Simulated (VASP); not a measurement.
# TaN (P3m1) in VASP: a series of runs

Runs on TaN. Level: PBEsol. Tasks: single point.

Program: VASP 6.6.1. These are calculated values, not measurements. Logs are shortened: lines on timing, memory, paths and dates and some standing lists are left out, and cuts for length are marked.

## Step 1: The cell of the first run

Symmetry: P3m1, No. 156, trigonal system. Conventional cell: a = 2.924 Å, b = 2.924 Å, c = 2.871 Å, α = 90.00°, β = 90.00°, γ = 120.00°. Within 3.0 Å of Ta (site symmetry 3m) lie 6 N at 2.09 to 2.35 Å and 8 Ta at 2.87 to 2.92 Å. N (site symmetry 3m) has 6 Ta at 2.09 to 2.35 Å and 8 N at 2.87 to 2.92 Å within 3.0 Å.

## Step 2: Single point, PBEsol

The input, INCAR:

```
PREC = Accurate ; ENCUT = 520
EDIFF = 1E-6 ; ISMEAR = 0
SIGMA = 0.15 ; LREAL = False
LASPH = True ; NELM = 60
ALGO = Normal ; ISIF = 2
LWAVE = False ; LCHARG = False
GGA = PS ; NBANDS = 15
```

The input, KPOINTS:

```
regular mesh
0
Gamma
  24 24 20
```

The input, POSCAR:

```
TaN
1.0
    2.9239890447      0.0000000000      0.0000000000
   -1.4619945224      2.5322487931      0.0000000000
    0.0000000000      0.0000000000      2.8707276427
Ta N
1 1
Direct
    0.3333333333      0.6666666667      0.5000000000
    0.0000000000      0.0000000000      0.0696687478
```

Potentials or basis: VASP PAW PBE potentials, release 64 (Ta_pv, N).

Command:

```
$ cat potpaw_PBE.64/Ta_pv/POTCAR potpaw_PBE.64/N/POTCAR > POTCAR
$ mpirun -np 1 vasp_std > vasp.out
```

OUTCAR:

```text
PREC = Accurate
   ENCUT = 520
   EDIFF = 1E-6
   ISMEAR = 0
   LREAL = False
   LASPH = True
   NELM = 60
   ISIF = 2
   GGA = PS

 ion  position               nearest neighbor table
   1  0.333  0.667  0.500-   2 2.09   2 2.09   2 2.09   2 2.35   2 2.35   2 2.35
   2  0.000  0.000  0.070-   1 2.09   1 2.09   1 2.09   1 2.35   1 2.35   1 2.35

  LATTYP: Found a hexagonal cell.
 ALAT       =     2.9239890447
 C/A-ratio  =     0.9817846780

  Lattice vectors:

 A1 = (   2.9239890447,   0.0000000000,   0.0000000000)
 A2 = (  -1.4619945224,   2.5322487931,   0.0000000000)
 A3 = (   0.0000000000,   0.0000000000,   2.8707276427)

Analysis of symmetry for initial positions (statically):
=====================================================================
 Subroutine PRICEL returns:
 Original cell was already a primitive cell.

 Routine SETGRP: Setting up the symmetry group for a
 hexagonal supercell.

 Subroutine GETGRP returns: Found  6 space group operations
 (whereof  6 operations were pure point group operations)
 out of a pool of 24 trial point group operations.

The static configuration has the point symmetry C_3v.

Analysis of symmetry for dynamics (positions and initial velocities):
=====================================================================
 Subroutine PRICEL returns:
 Original cell was already a primitive cell.

 Routine SETGRP: Setting up the symmetry group for a
 hexagonal supercell.

 Subroutine GETGRP returns: Found  6 space group operations
 (whereof  6 operations were pure point group operations)
 out of a pool of 24 trial point group operations.

The dynamic configuration has the point symmetry C_3v.

 Subroutine INISYM returns: Found  6 space group operations
 (whereof  6 operations are pure point group operations),
 and found     1 'primitive' translations

----------------------------------------------------------------------------------------

                                     Primitive cell

  volume of cell :      21.2556

  direct lattice vectors                    reciprocal lattice vectors
     2.923989045  0.000000000  0.000000000     0.341998545  0.197452952  0.000000000
    -1.461994522  2.532248793  0.000000000     0.000000000  0.394905904  0.000000000
     0.000000000  0.000000000  2.870727643     0.000000000  0.000000000  0.348343739

  length of vectors
     2.923989045  2.923989045  2.870727643     0.394905904  0.394905904  0.348343739

[... 83 lines left out ...]
   NSW    =      0    number of steps for IOM
   IBRION =     -1    ionic relax: 0-MD 1-quasi-New 2-CG
   NFREE  =      0    steps in history (QN), initial steepest desc. (CG)
   ISIF   =      2    stress and relaxation
   ISYM   =      2    0-nonsym 1-usesym 2-fastsym
   POTIM  = 0.5000    time-step for ionic-motion
   TEBEG  =    0.0;   TEEND  =   0.0 temperature during run
   PSTRESS=    0.0 pullay stress
   NELECT =      16.0000    total number of electrons
   NUPDOWN=      -1.0000    fix difference up-down
   EMIN   =  10.00;   EMAX   =-10.00  energy-range for DOS
   EFERMI =   0.00;   METHOD = LEGACY
   ISMEAR =     0;   SIGMA  =   0.15  broadening in eV -4-tet -1-fermi 0-gaus
   EFERMI_NEDOS =   21; number of points for ismear=-14 and -15
   IALGO  =     38    algorithm
   IMIX   =      4    mixing-type and parameters
     AMIX     =   0.40;   BMIX     =  1.00
     AMIX_MAG =   1.60;   BMIX_MAG =  1.00
  volume/ion in A,a.u.               =      10.63        71.72
  Fermi-wavevector in a.u.,A,eV,Ry     =   1.489213  2.814204 30.174390  2.217755
  Thomas-Fermi vector in A             =   2.602150
   LORBIT       =      0    0 simple, 1 ext, 2 COOP (PROOUT), +10 PAW based schemes
   GGA     = PS    functional components
   LHFCALC =     F    Hartree Fock is set to
   AEXX    =    0.0000 exact exchange contribution
   IVDW    =     0    specifies the selected vdW correction
   LEPSILON=     F    determine dielectric tensor
   LRPA    =     F    only Hartree local field effects (RPA)
 non-spin polarized calculation
 Gauss-broadening in eV      SIGMA  =   0.15
  energy-cutoff  :      520.00
  volume of cell :       21.26
 maximum number of plane-waves:       599
 NGX is ok and might be reduce to    24
   NGX = 11   NGY = 11   NGZ = 11

 number of electron      16.0000001 magnetization

 Free energy of the ion-electron system (eV)
  ---------------------------------------------------
  ext. energy  EPLUGINS =         0.00000000
  ---------------------------------------------------
  free energy    TOTEN  =       -23.49637446 eV

  energy without entropy =      -23.49557147  energy(sigma->0) =      -23.49597296

 E-fermi :   8.3602     XC(G=0): -13.5571

 val. band max:        8.3402366354   @ k =   0.0417   0.0000   0.4500
 cond. band min:       8.3713775207   @ k =   0.0000   0.0417   0.4500
 fundamental gap:      0.0311408853
 Fermi energy:         8.3601725179

 k-point     1 :       0.0000    0.0000    0.0000
  band No.  band energies     occupation
      1     -26.4487      2.00000
      2     -26.1806      2.00000
      3     -26.1806      2.00000
      4      -9.5968      2.00000
      5       2.9683      2.00000
      6       3.3422      2.00000
      7       3.3422      2.00000
      8       6.4722      2.00000
      9      10.5453      0.00000
     10      11.4928      0.00000
     11      11.4928      0.00000
     12      13.0841      0.00000
     13      13.0841      0.00000
     14      20.5527      0.00000
[... 401 lines left out ...]
      2     -26.4444      2.00000
      3     -26.2892      2.00000
      4      -7.2929      2.00000
      5      -0.0826      2.00000
      6       2.9842      2.00000
      7       4.5073      2.00000
      8       5.2157      2.00000
      9      11.3377      0.00000
     10      11.9919      0.00000
     11      12.5687      0.00000
     12      13.7902      0.00000
     13      16.9926      0.00000
     14      20.1153      0.00000
     15      21.7749      0.00000

 [... further k-points ...]
[... 5 lines left out ...]
  --------------------------------------------------------------------------------------
  -------------------------------------------------------------------------------------
  Total        1.2152673      1.2152673      1.4300303     -0.0000000      0.0000000     -0.0000000
  in kB       91.6026997     91.6026997    107.7908085     -0.0000000      0.0000000     -0.0000000
  external PRESSURE =      96.9987360 kB  Pullay stress =       0.0000000 kB

 VOLUME and BASIS-vectors are now :
 -----------------------------------------------------------------------------
  energy-cutoff  :      520.00
  volume of cell :       21.26
      direct lattice vectors                 reciprocal lattice vectors
     2.923989045  0.000000000  0.000000000     0.341998545  0.197452952  0.000000000
    -1.461994522  2.532248793  0.000000000     0.000000000  0.394905904  0.000000000
     0.000000000  0.000000000  2.870727643     0.000000000  0.000000000  0.348343739

 POSITION                                       TOTAL-FORCE (eV/Angst)
 -----------------------------------------------------------------------------------
     -0.00000      1.68817      1.43536         0.000000     -0.000000      3.206722
      0.00000      0.00000      0.20000        -0.000000      0.000000     -3.206722
 -----------------------------------------------------------------------------------
    total drift:                               -0.000000     -0.000000      0.000055

  FREE ENERGIE OF THE ION-ELECTRON SYSTEM (eV)
  ---------------------------------------------------
  free  energy   TOTEN  =       -23.4963744568 eV

  energy  without entropy=      -23.4955714658  energy(sigma->0) =      -23.49597296
```

OSZICAR:

```text
N       E                     dE             d eps       ncg     rms          rms(c)
DAV:   1     0.900167903935E+02    0.90017E+02   -0.85304E+03 33106   0.112E+03
DAV:   2    -0.231638942100E+02   -0.11318E+03   -0.10679E+03 39838   0.307E+02
DAV:   3    -0.258505030995E+02   -0.26866E+01   -0.26749E+01 37563   0.451E+01
DAV:   4    -0.258614121657E+02   -0.10909E-01   -0.10906E-01 43177   0.311E+00
DAV:   5    -0.258614781230E+02   -0.65957E-04   -0.65955E-04 38102   0.224E-01    0.256E+01
DAV:   6    -0.235974832361E+02    0.22640E+01   -0.35922E+00 44198   0.229E+01    0.111E+01
DAV:   7    -0.235307999653E+02    0.66683E-01   -0.53799E-01 36555   0.591E+00    0.738E+00
DAV:   8    -0.235027774038E+02    0.28023E-01   -0.13128E-01 41462   0.303E+00    0.134E+00
DAV:   9    -0.234964993561E+02    0.62780E-02   -0.13561E-02 36912   0.975E-01    0.216E-01
DAV:  10    -0.234964421095E+02    0.57247E-04   -0.10681E-03 40601   0.383E-01    0.877E-02
DAV:  11    -0.234963740047E+02    0.68105E-04   -0.85423E-05 39299   0.106E-01    0.118E-02
DAV:  12    -0.234963746201E+02   -0.61539E-06   -0.10077E-05 35309   0.289E-02    0.361E-03
DAV:  13    -0.234963744568E+02    0.16338E-06   -0.62096E-08 18820   0.278E-03
   1 F= -.23496374E+02 E0= -.23495973E+02  d E =-.802991E-03
```

It took 3.2 min on 1 thread of Intel Xeon Platinum 8488C (Sapphire Rapids), shared host; peak memory 0.45 GiB.

What came out:

```
Free energy            : -23.4964 eV
Pressure               : 9.7 GPa
Largest force          : 3.207 eV/Å
Band gap on the k mesh : zero (bands 8 and 9 overlap by 0.50 eV)
```

Forces in eV/Å, atoms in the order of the input:
```
Ta   0.000  0.000  3.207
N    0.000  0.000 -3.207
```

Stress tensor (GPa, compression positive):
```
 9.16  0.00  0.00
 0.00  9.16  0.00
 0.00  0.00 10.78
```

Levels at points of the mesh, in eV from the Fermi level:
| k point | band 4 | band 5 | band 6 | band 7 | band 8 | band 9 | band 10 | band 11 | band 12 | band 13 |
| --- | --- | --- | --- | --- | --- | --- | --- | --- | --- | --- |
| (0.00, 0.00, 0.00) | -17.96 | -5.39 | -5.02 | -5.02 | -1.89 | 2.19 | 3.13 | 3.13 | 4.72 | 4.72 |
| (0.50, 0.00, 0.00) | -15.66 | -8.47 | -5.39 | -3.58 | -3.43 | 3.25 | 3.72 | 4.17 | 5.31 | 8.49 |
| (0.00, 0.00, 0.50) | -15.32 | -9.55 | -4.30 | -4.30 | -0.07 | -0.07 | 2.64 | 3.52 | 3.52 | 8.17 |
| (0.50, 0.00, 0.50) | -15.96 | -7.79 | -6.17 | -5.96 | -0.37 | 4.01 | 5.18 | 6.12 | 7.21 | 10.09 |

Caveat: the cell differs from its parent crystal (all N atoms moved -0.200 Å, as atom 2 towards its neighbour atom 2 (N) at 2.871 Å); the cell stands under pressure; the PAW data sets were made with another functional, which shifts forces and pressure a little; spin-orbit coupling is left out, which moves the levels of the heavy elements.

## Step 3: Single point, PBEsol

The input, INCAR:

```
SYSTEM = TaN
ALGO = Normal ; EDIFF = 1E-6
ENCUT = 520 ; GGA = PS
ISIF = 2 ; ISMEAR = 0
LASPH = .TRUE. ; LCHARG = .FALSE.
LREAL = .FALSE. ; LWAVE = .FALSE.
NBANDS = 15 ; NELM = 80
PREC = Accurate ; SIGMA = 0.15
```

The input, KPOINTS:

```
k-points
0
G
  24 24 20
  0 0 0
```

Changes to POSCAR since step 2:

```diff
@@ -9,2 +9,2 @@
     0.3333333333      0.6666666667      0.5000000000
-    0.0000000000      0.0000000000      0.0696687478
+    0.0000000000      0.0000000000     -0.0522515608
```

Potentials or basis: VASP PAW PBE potentials, release 64 (Ta_pv, N).

Command:

```
$ cat potpaw_PBE.64/Ta_pv/POTCAR potpaw_PBE.64/N/POTCAR > POTCAR
$ mpirun -np 1 vasp_std > vasp.out
```

Wall time 2.8 min (1 thread of Intel Xeon Platinum 8488C (Sapphire Rapids), shared host); peak memory 0.45 GiB.

It converged, with:

* Free energy: -23.6347 eV
* Pressure: 5.8 GPa
* Largest force: 2.336 eV/Å
* Band gap on the k mesh: zero (bands 8 and 9 overlap by 0.50 eV)

Forces on the atoms (eV/Å):
```
Ta   0.000  0.000 -2.336
N    0.000  0.000  2.336
```

Stress tensor (GPa, compression positive):
```
5.36 0.00 0.00
0.00 5.36 0.00
0.00 0.00 6.79
```

Levels at points of the mesh, in eV from the Fermi level:
```csv
k point,band 6,band 7,band 8,band 9,band 10,band 11
"(0.00, 0.00, 0.00)",-4.83,-4.83,-2.22,2.26,3.30,3.30
"(0.50, 0.00, 0.00)",-5.33,-3.47,-3.40,3.18,3.92,4.57
"(0.00, 0.00, 0.50)",-4.07,-4.07,-0.07,-0.07,2.58,3.46
"(0.50, 0.00, 0.50)",-6.19,-5.87,-0.34,4.12,5.32,6.17
```

Caveat: the cell differs from its parent crystal (all N atoms moved +0.150 Å, as atom 2 towards its neighbour atom 2 (N) at 2.871 Å); the cell stands under pressure; the PAW data sets were made with another functional, which shifts forces and pressure a little; spin-orbit coupling is left out, which moves the levels of the heavy elements.

## Step 4: Single point, PBEsol

The input, INCAR:

```
PREC = Accurate
ENCUT = 520
EDIFF = 1E-6
ISMEAR = 0
SIGMA = 0.15
LREAL = False
LASPH = True
NELM = 80
ALGO = Normal
ISIF = 2
LWAVE = False
LCHARG = False
GGA = PS
NBANDS = 15
```

The input, KPOINTS:

```
regular mesh
0
Gamma
  24 24 20
```

Changes to POSCAR since step 3:

```diff
@@ -9,2 +9,2 @@
     0.3333333333      0.6666666667      0.5000000000
-    0.0000000000      0.0000000000     -0.0522515608
+    0.0000000000      0.0000000000     -0.0609601543
```

Command:

```
$ cat potpaw_PBE.64/Ta_pv/POTCAR potpaw_PBE.64/N/POTCAR > POTCAR
$ mpirun -np 1 vasp_std > vasp.out
```

Run time: 2.8 min. Hardware: 1 thread of Intel Xeon Platinum 8488C (Sapphire Rapids), shared host; peak memory 0.45 GiB.

The run converged. Its results:

| Item | Value |
| --- | --- |
| Free energy | -23.5710 eV |
| Pressure | 7.6 GPa |
| Largest force | 2.765 eV/Å |
| Band gap on the k mesh | zero (bands 8 and 9 overlap by 0.50 eV) |

Forces in eV/Å, atoms in the order of the input:
```
Ta   0.000  0.000 -2.765
N    0.000  0.000  2.765
```

Stress tensor (GPa, compression positive):
```
7.10 0.00 0.00
0.00 7.10 0.00
0.00 0.00 8.69
```

Levels at points of the mesh, in eV from the Fermi level:
| k point | band 6 | band 7 | band 8 | band 9 | band 10 | band 11 |
| --- | --- | --- | --- | --- | --- | --- |
| (0.00, 0.00, 0.00) | -4.92 | -4.92 | -2.06 | 2.22 | 3.21 | 3.21 |
| (0.50, 0.00, 0.00) | -5.36 | -3.49 | -3.45 | 3.21 | 3.83 | 4.37 |
| (0.00, 0.00, 0.50) | -4.18 | -4.18 | -0.07 | -0.07 | 2.61 | 3.49 |
| (0.50, 0.00, 0.50) | -6.18 | -5.91 | -0.35 | 4.07 | 5.25 | 6.14 |

Caveat: the cell differs from its parent crystal (all N atoms moved +0.175 Å, as atom 2 towards its neighbour atom 2 (N) at 2.871 Å); the cell stands under pressure; the PAW data sets were made with another functional, which shifts forces and pressure a little; spin-orbit coupling is left out, which moves the levels of the heavy elements.

## Step 5: Summary

| cell | gap on the mesh (eV) | pressure (GPa) | largest force (eV/Å) |
| --- | --- | --- | --- |
| as given, atomic positions A | none | 9.7 | 3.21 |
| as given, atomic positions B | none | 5.8 | 2.34 |
| as given, atomic positions C | none | 7.6 | 2.77 |

Alike in all rows: task single point; level PBEsol; potentials or basis VASP PAW PBE potentials, release 64 (Ta_pv, N); no spin polarisation; k mesh 24 × 24 × 20; cutoff (eV) 520; smearing gaussian 0.15 eV.

Caveats: the cell stands under pressure; the PAW data sets were made with another functional, which shifts forces and pressure a little; spin-orbit coupling is left out, which moves the levels of the heavy elements.

Absolute energies hang on the potentials; compare differences alone.

The gap in the log of VASP goes by the Fermi energy; the results here count the filled bands.